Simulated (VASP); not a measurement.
Al2Cu: single point with PBE

The system is Al2Cu.

```xyz
3
Lattice="3.9288 0.0000 0.0000 0.0000 3.9288 0.0000 0.0000 0.0000 2.8078" Properties=species:S:1:pos:R:3 pbc="T T T"
Al    1.9644    0.0000    1.4039
Al    0.0000    1.9644    1.4039
Cu    0.0000    0.0000    0.0000
```

```
Program                : VASP 6.6.1
Task                   : single point
Functional             : PBE
Potentials or basis    : VASP PAW PBE potentials, release 64 (Al, Cu)
Cutoff                 : 520 eV
k mesh                 : 10 × 10 × 14
Occupations            : gaussian, width 0.15 eV
Spin                   : no spin polarisation
Dipole correction      : no
Further INCAR settings : ALGO = Fast; EDIFF = 1e-06; NBANDS = 16
```

```
Pressure : 15.6 GPa
```

Stress tensor (GPa, compression positive):
```
16.45  0.00  0.00
 0.00 16.45  0.00
 0.00  0.00 13.77
```

Levels at points of the mesh, in eV from the Fermi level:
```
           k point  band 5  band 6  band 7  band 8  band 9  band 10  band 11  band 12  band 13  band 14
(0.00, 0.00, 0.00)   -4.43   -4.43   -2.49   -2.49    0.49     0.96     6.25     7.01     7.01     7.34
(0.50, 0.00, 0.00)   -4.68   -4.47   -4.43   -1.05    1.79     1.98     2.55     7.75     8.87     9.83
(0.50, 0.50, 0.00)   -4.72   -4.53   -4.46   -4.46   -2.60     8.86     8.86     9.64    11.04    11.04
(0.00, 0.00, 0.50)   -5.21   -4.42   -3.25    2.81    2.81     2.84     2.84     3.01     3.12     4.88
(0.50, 0.00, 0.50)   -4.53   -4.47   -3.38   -2.64   -1.73     3.94     4.24     4.81     5.82     6.82
(0.50, 0.50, 0.50)   -4.23   -3.85   -2.42   -2.42   -1.10    -0.88     0.30     0.30     2.31    13.13
```

It took 58 s on 1 thread of Intel(R) Xeon(R) 6975P-C (Granite Rapids), with other jobs on the host, peak memory 0.23 GiB.
